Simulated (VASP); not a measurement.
A run of VASP 6.6.1:

The input POSCAR:

```
GaAs
1.0
    0.0000000000      2.8078772807      2.8078772807
    2.8078772807      0.0000000000      2.8078772807
    2.8078772807      2.8078772807      0.0000000000
As Ga
1 1
Direct
    0.7500000000      0.7500000000      0.7500000000
    0.0000000000      0.0000000000      0.0000000000
```

INCAR.step1

```
SYSTEM = GaAs
PREC = Accurate ; ENCUT = 520
EDIFF = 1E-5 ; ISMEAR = -1
SIGMA = 0.05 ; LREAL = .FALSE.
LASPH = .TRUE. ; NELM = 60
ALGO = Normal ; ISIF = 2
LWAVE = .TRUE. ; LCHARG = .FALSE.
NBANDS = 16 ; GGA = PE
```

INCAR.step2

```
SYSTEM = GaAs
PREC = Accurate ; ENCUT = 520
EDIFF = 1E-6 ; ISMEAR = -1
SIGMA = 0.05 ; LREAL = .FALSE.
LASPH = .TRUE. ; NELM = 60
ALGO = Normal ; ISIF = 2
LWAVE = .FALSE. ; LCHARG = .FALSE.
METAGGA = R2SCAN ; LHFCALC = .TRUE.
AEXX = 0.5 ; LMIXTAU = .TRUE.
PRECFOCK = Normal ; NBANDS = 16
ISTART = 1
```

KPOINTS

```
regular mesh
0
G
  4 4 4
  0 0 0
```

Potentials or basis: VASP PAW PBE potentials, release 64 (As, Ga_d).

Command:

```console
$ cat potpaw_PBE.64/As/POTCAR potpaw_PBE.64/Ga_d/POTCAR > POTCAR
$ cp INCAR.step1 INCAR
$ mpirun -np 1 vasp_std > vasp.out
$ cp INCAR.step2 INCAR
$ mpirun -np 1 vasp_std > vasp.out
```

Hardware: 1 thread of Intel(R) Xeon(R) Platinum 8488C (Sapphire Rapids), on a shared host.

Q: Estimate the wall time of this run.

A: Run time: 4.8 min on 1 thread of Intel(R) Xeon(R) Platinum 8488C (Sapphire Rapids), on a shared host, peak memory 0.18 GiB. Counts: k points 8.
